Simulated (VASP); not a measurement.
# Tb2As2Ir (I4/mmm) in VASP: single point with PBE

Aim: the single point of Tb2As2Ir with PBE.

All numbers are computed with VASP 6.6.1; they aren't measurements. Logs are shortened: lines on timing, memory, paths and dates and some standing lists are left out, and cuts for length are marked.

**1. The cell of the first run**

It takes space group I4/mmm (No. 139, tetragonal). The conventional cell has a = 3.675 Å, b = 3.675 Å, c = 16.278 Å, α = 90.00°, β = 90.00°, γ = 90.00°. Within 4.0 Å of Tb (site symmetry 4mm) lie 4 As at 3.04 Å and 4 Ir at 3.08 Å and 5 Tb at 3.29 to 3.67 Å. Within 3.4 Å of As (site symmetry -4m2) lie 4 As at 2.60 Å and 4 Tb at 3.04 Å. Ir (site symmetry 4/mmm) has 8 Tb at 3.08 Å and 4 Ir at 3.67 Å within 4.0 Å.

The cell was built from a structure type or drawn by symmetry, and may not be a known phase.

**2. Single point, PBE**

File INCAR:

```
ALGO = Normal ; EDIFF = 1E-6
ENCUT = 500 ; GGA = PE
GGA_COMPAT = F ; ISIF = 2
ISMEAR = 0 ; LASPH = T
LCHARG = F ; LMAXMIX = 6
LREAL = F ; LWAVE = F
NBANDS = 26 ; NELM = 200
PREC = Accurate ; SIGMA = 0.1
```

File KPOINTS:

```
k-points
0
Gamma
  14 14 14
```

File POSCAR:

```
Tb2As2Ir
1.0
   -1.8372909501      1.8372909501      8.1390096478
    1.8372909501     -1.8372909501      8.1390096478
    1.8372909501      1.8372909501     -8.1390096478
Tb As Ir
2 2 1
Direct
    0.6011389067      0.6011389067      0.0000000000
    0.3988610933      0.3988610933      0.0000000000
    0.2500000000      0.7500000000      0.5000000000
    0.7500000000      0.2500000000      0.5000000000
    0.0000000000      0.0000000000      0.0000000000
```

Potentials or basis: VASP PAW PBE potentials, release 64 (Tb_3, As, Ir), 4f in core.

Launch:

```console
$ cat potpaw_PBE.64/Tb_3/POTCAR potpaw_PBE.64/As/POTCAR potpaw_PBE.64/Ir/POTCAR > POTCAR
$ mpirun -np 1 vasp_std > vasp.out
```

OUTCAR:

```text
EDIFF = 1E-6
   ENCUT = 500
   GGA = PE
   ISIF = 2
   ISMEAR = 0
   LASPH = T
   LREAL = F
   NELM = 200
   PREC = Accurate

 ion  position               nearest neighbor table
   1  0.601  0.601  0.000-   3 3.04   4 3.04   3 3.04   4 3.04   5 3.08   5 3.08   5 3.08   5 3.08
                             2 3.29
   2  0.399  0.399  0.000-   3 3.04   4 3.04   3 3.04   4 3.04   5 3.08   5 3.08   5 3.08   5 3.08
                             1 3.29
   3  0.250  0.750  0.500-   4 2.60   4 2.60   4 2.60   4 2.60   2 3.04   1 3.04   1 3.04   2 3.04

   4  0.750  0.250  0.500-   3 2.60   3 2.60   3 2.60   3 2.60   2 3.04   1 3.04   1 3.04   2 3.04

   5  0.000  0.000  0.000-   1 3.08   1 3.08   1 3.08   2 3.08   1 3.08   2 3.08   2 3.08   2 3.08

  LATTYP: Found a body centered tetragonal cell.
 ALAT       =     3.6745819002
 C/A-ratio  =     4.4298969890

  Lattice vectors:

 A1 = (  -1.8372909501,   1.8372909501,   8.1390096478)
 A2 = (   1.8372909501,  -1.8372909501,   8.1390096478)
 A3 = (   1.8372909501,   1.8372909501,  -8.1390096478)

Analysis of symmetry for initial positions (statically):
=====================================================================
 Subroutine PRICEL returns:
 Original cell was already a primitive cell.

 Routine SETGRP: Setting up the symmetry group for a
 body centered tetragonal supercell.

 Subroutine GETGRP returns: Found 16 space group operations
 (whereof 16 operations were pure point group operations)
 out of a pool of 16 trial point group operations.

The static configuration has the point symmetry D_4h.

Analysis of symmetry for dynamics (positions and initial velocities):
=====================================================================
 Subroutine PRICEL returns:
 Original cell was already a primitive cell.

 Routine SETGRP: Setting up the symmetry group for a
 body centered tetragonal supercell.

 Subroutine GETGRP returns: Found 16 space group operations
 (whereof 16 operations were pure point group operations)
 out of a pool of 16 trial point group operations.

The dynamic configuration has the point symmetry D_4h.

 Subroutine INISYM returns: Found 16 space group operations
 (whereof 16 operations are pure point group operations),
 and found     1 'primitive' translations

----------------------------------------------------------------------------------------

                                     Primitive cell

  volume of cell :     109.8974

  direct lattice vectors                    reciprocal lattice vectors
    -1.837290950  1.837290950  8.139009648     0.000000000  0.272139805  0.061432536
     1.837290950 -1.837290950  8.139009648     0.272139805  0.000000000  0.061432536
     1.837290950  1.837290950 -8.139009648     0.272139805  0.272139805  0.000000000

  length of vectors
     8.543696748  8.543696748  8.543696748     0.278987508  0.278987508  0.384863802

  position of ions in fractional coordinates (direct lattice)
     0.601138907  0.601138907  0.000000000
     0.398861093  0.398861093  0.000000000
     0.250000000  0.750000000  0.500000000
     0.750000000  0.250000000  0.500000000
     0.000000000  0.000000000  0.000000000

  ion indices of the primitive-cell ions
   primitive index   ion index
                 1           1
                 2           2
                 3           3
                 4           4
                 5           5

----------------------------------------------------------------------------------------

 KPOINTS: k-points

Automatic generation of k-mesh.
 Grid dimensions read from file:
 generate k-points for:   14   14   14

 Generating k-lattice:

  Cartesian coordinates                     Fractional coordinates (reciprocal lattice)
     0.000000000  0.019438557  0.004388038     0.071428571  0.000000000  0.000000000
     0.019438557  0.000000000  0.004388038     0.000000000  0.071428571  0.000000000
     0.019438557  0.019438557  0.000000000     0.000000000  0.000000000  0.071428571

  Length of vectors
     0.019927679  0.019927679  0.027490272

  Shift w.r.t. Gamma in fractional coordinates (k-lattice)
     0.000000000  0.000000000  0.000000000

 Subroutine IBZKPT returns following result:
 ===========================================

 Found    244 irreducible k-points:

 Following reciprocal coordinates:
            Coordinates               Weight
  0.000000  0.000000  0.000000      1.000000
  0.071429  0.000000  0.000000      8.000000
  0.142857 -0.000000  0.000000      8.000000
  0.214286  0.000000 -0.000000      8.000000
  0.285714  0.000000 -0.000000      8.000000
  0.357143  0.000000 -0.000000      8.000000
[... 16 lines left out ...]
  0.214286  0.142857 -0.000000     16.000000
  0.285714  0.142857 -0.000000     16.000000
 [... further k-points ...]
   k-points           NKPTS =    244   k-points in BZ     NKDIM =    244   number of bands    NBANDS=     26
   number of dos      NEDOS =    301   number of ions     NIONS =      5
   total plane-waves  NPLWV = 262144
   dimension x,y,z NGX =    64 NGY =   64 NGZ =   64
   dimension x,y,z NGXF=   128 NGYF=  128 NGZF=  128
   ions per type =               2   2   1
   NGX,Y,Z   is equivalent  to a cutoff of  12.45, 12.45, 12.45 a.u.
   NGXF,Y,Z  is equivalent  to a cutoff of  24.91, 24.91, 24.91 a.u.
 SYSTEM =  unknown system
   PREC   = accura    normal or accurate (medium, high low for compatibility)
   ISTART =      0    job   : 0-new  1-cont  2-samecut
   ICHARG =      2    charge: 1-file 2-atom 10-const
   ISPIN  =      1    spin polarized calculation?
   LNONCOLLINEAR =      F non collinear calculations
   LSORBIT =      F    spin-orbit coupling
   LASPH  =      T    aspherical Exc in radial PAW
   ENCUT  =  500.0 eV  36.75 Ry    6.06 a.u.  15.58 15.58 15.58*2*pi/ulx,y,z
   NELM   =    200;   NELMIN=  2; NELMDL= -5     # of ELM steps
   EDIFF  = 0.1E-05   stopping-criterion for ELM
   LREAL  =      F    real-space projection
   EDIFFG = 0.1E-04   stopping-criterion for IOM
   NSW    =      0    number of steps for IOM
   IBRION =     -1    ionic relax: 0-MD 1-quasi-New 2-CG
   NFREE  =      0    steps in history (QN), initial steepest desc. (CG)
   ISIF   =      2    stress and relaxation
   ISYM   =      2    0-nonsym 1-usesym 2-fastsym
   POTIM  = 0.5000    time-step for ionic-motion
   TEBEG  =    0.0;   TEEND  =   0.0 temperature during run
   PSTRESS=    0.0 pullay stress
   NELECT =      37.0000    total number of electrons
   NUPDOWN=      -1.0000    fix difference up-down
   EMIN   =  10.00;   EMAX   =-10.00  energy-range for DOS
   EFERMI =   0.00;   METHOD = LEGACY
   ISMEAR =     0;   SIGMA  =   0.10  broadening in eV -4-tet -1-fermi 0-gaus
   EFERMI_NEDOS =   21; number of points for ismear=-14 and -15
   IALGO  =     38    algorithm
   IMIX   =      4    mixing-type and parameters
     AMIX     =   0.40;   BMIX     =  1.00
     AMIX_MAG =   1.60;   BMIX_MAG =  1.00
  volume/ion in A,a.u.               =      21.98       148.32
  Fermi-wavevector in a.u.,A,eV,Ry     =   1.138884  2.152179 17.647537  1.297057
  Thomas-Fermi vector in A             =   2.275588
   LORBIT       =      0    0 simple, 1 ext, 2 COOP (PROOUT), +10 PAW based schemes
   GGA     = PE    functional components
   LHFCALC =     F    Hartree Fock is set to
   AEXX    =    0.0000 exact exchange contribution
   IVDW    =     0    specifies the selected vdW correction
   LEPSILON=     F    determine dielectric tensor
   LRPA    =     F    only Hartree local field effects (RPA)
 non-spin polarized calculation
 Gauss-broadening in eV      SIGMA  =   0.10
  energy-cutoff  :      500.00
  volume of cell :      109.90
 maximum number of plane-waves:      2820
 NGX is ok and might be reduce to    64
   NGX = 31   NGY = 31   NGZ = 31

 number of electron      37.0000002 magnetization

 Free energy of the ion-electron system (eV)
  ---------------------------------------------------
  ext. energy  EPLUGINS =         0.00000000
  ---------------------------------------------------
  free energy    TOTEN  =       -30.57500476 eV

  energy without entropy =      -30.56555827  energy(sigma->0) =      -30.57028151

 E-fermi :   5.2486     XC(G=0): -10.8432

 val. band max:        5.2455674364   @ k =   0.5000   0.5000   0.1429
 cond. band min:       5.2512618019   @ k =   0.4286   0.2857   0.0714
 fundamental gap:      0.0056943655
 Fermi energy:         5.2485990256

 k-point     1 :       0.0000    0.0000    0.0000
  band No.  band energies     occupation
      1     -17.5294      2.00000
      2     -17.0896      2.00000
      3     -17.0368      2.00000
      4     -17.0368      2.00000
      5     -17.0029      2.00000
      6     -17.0029      2.00000
[... 18 lines left out ...]
     25       9.9090      0.00000
     26       9.9181      0.00000

 k-point     2 :       0.0714    0.0000    0.0000
  band No.  band energies     occupation
      1     -17.5253      2.00000
      2     -17.0889      2.00000
      3     -17.0537      2.00000
      4     -17.0359      2.00000
      5     -17.0176      2.00000
      6     -17.0013      2.00000
[... 18 lines left out ...]
     25       9.8585      0.00000
     26       9.8799      0.00000

 k-point     3 :       0.1429   -0.0000    0.0000
  band No.  band energies     occupation
      1     -17.5137      2.00000
      2     -17.1009      2.00000
      3     -17.0875      2.00000
      4     -17.0577      2.00000
      5     -17.0334      2.00000
      6     -16.9969      2.00000
[... 18 lines left out ...]
     25       9.3970      0.00000
     26       9.6270      0.00000

 k-point     4 :       0.2143    0.0000   -0.0000
  band No.  band energies     occupation
      1     -17.4969      2.00000
      2     -17.1678      2.00000
      3     -17.1204      2.00000
      4     -17.0802      2.00000
      5     -17.0297      2.00000
      6     -16.9906      2.00000
[... 18 lines left out ...]
     25       9.2215      0.00000
     26       9.3310      0.00000
[... 496 lines left out ...]
      1     -17.4971      2.00000
      2     -17.1032      2.00000
      3     -17.0896      2.00000
      4     -17.0866      2.00000
      5     -17.0542      2.00000
      6     -17.0501      2.00000
[... 18 lines left out ...]
     25       8.6948      0.00000
     26       9.5212      0.00000

 k-point    23 :       0.2143    0.1429   -0.0000
  band No.  band energies     occupation
      1     -17.4814      2.00000
      2     -17.1625      2.00000
      3     -17.1155      2.00000
      4     -17.0902      2.00000
      5     -17.0792      2.00000
      6     -17.0461      2.00000
[... 18 lines left out ...]
     25       8.4506      0.00000
     26       9.3197      0.00000

 k-point    24 :       0.2857    0.1429   -0.0000
  band No.  band energies     occupation
      1     -17.4648      2.00000
      2     -17.2333      2.00000
      3     -17.1792      2.00000
      4     -17.0849      2.00000
      5     -17.0750      2.00000
      6     -17.0396      2.00000
[... 18 lines left out ...]
     25       8.5693      0.00000
     26       9.1801      0.00000

 [... further k-points ...]
[... 5 lines left out ...]
  --------------------------------------------------------------------------------------
  -------------------------------------------------------------------------------------
  Total        0.2128247      0.2128247      0.2288157      0.0000000      0.0000000      0.0000000
  in kB        3.1027386      3.1027386      3.3358695      0.0000000      0.0000000      0.0000000
  external PRESSURE =       3.1804489 kB  Pullay stress =       0.0000000 kB

 VOLUME and BASIS-vectors are now :
 -----------------------------------------------------------------------------
  energy-cutoff  :      500.00
  volume of cell :      109.90
      direct lattice vectors                 reciprocal lattice vectors
    -1.837290950  1.837290950  8.139009648     0.000000000  0.272139805  0.061432536
     1.837290950 -1.837290950  8.139009648     0.272139805  0.000000000  0.061432536
     1.837290950  1.837290950 -8.139009648     0.272139805  0.272139805  0.000000000

 POSITION                                       TOTAL-FORCE (eV/Angst)
 -----------------------------------------------------------------------------------
      0.00000      0.00000      9.78535         0.000000      0.000000     -0.036962
      0.00000      0.00000      6.49267         0.000000      0.000000      0.036962
      1.83729     -0.00000      4.06950        -0.000000     -0.000000     -0.000000
     -0.00000      1.83729      4.06950        -0.000000     -0.000000     -0.000000
      0.00000      0.00000      0.00000        -0.000000     -0.000000     -0.000000
 -----------------------------------------------------------------------------------
    total drift:                               -0.000000     -0.000000      0.000000

  FREE ENERGIE OF THE ION-ELECTRON SYSTEM (eV)
  ---------------------------------------------------
  free  energy   TOTEN  =       -30.5750047623 eV

  energy  without entropy=      -30.5655582656  energy(sigma->0) =      -30.57028151
```

Run time: 41 min. Hardware: 1 thread of Intel Xeon Platinum 8488C (Sapphire Rapids), shared host; peak memory 1.1 GiB.

What came out:

```
Free energy            : -30.5750 eV
Pressure               : 0.3 GPa
Largest force          : 0.037 eV/Å
Band gap on the k mesh : zero (an odd number of electrons rules out a gap without spin polarisation)
```

Forces in eV/Å, atoms in the order of the input:
```
Tb   0.000  0.000 -0.037
Tb   0.000  0.000  0.037
As   0.000  0.000  0.000
As   0.000  0.000  0.000
Ir   0.000  0.000  0.000
```

Caveat: spin-orbit coupling is left out, which moves the levels of the heavy elements; the 4f electrons are frozen in the core, so they carry no moment and show no levels. Spin polarisation is off, so any magnetic state and its effect on volume and gap are missing.
